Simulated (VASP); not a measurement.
ZrN:

```
Zr N
1.0
     0.00000    2.32024    2.32024
     2.32024    0.00000    2.32024
     2.32024    2.32024    0.00000
Zr N
1 1
Direct
  0.00000 0.00000 0.00000
  0.50000 0.50000 0.50000
```

Base run:

| Item | Value |
| --- | --- |
| Program | VASP 6.6.1 |
| Functional | PBE |
| Potentials or basis | VASP PAW PBE potentials, release 64 (Zr_sv, N) |
| Cutoff | 600 eV |
| k mesh | 18 × 18 × 18 |
| Occupations | gaussian, width 0.15 eV |
| Spin | collinear spin |
| Starting moments | [0.5, 0.0] μB |
| Fixed moment | 0.5 μB |

Its results: pressure -5.4 GPa; site moments Zr +0.29; N +0.04 μB.

Problem. The run is repeated on the same cell with these changes: fixed moment from 0.5 μB to 0.9 μB; moments at the start from [0.5, 0.0] to [0.9, 0.0]. What comes out?

Solution. Pressure -2.0 GPa; site moments Zr +0.52; N +0.08 μB.

Caveats: the total moment is fixed, so each spin has its own Fermi level and the state may be an excited one; the cell stands under tension (at least some runs).
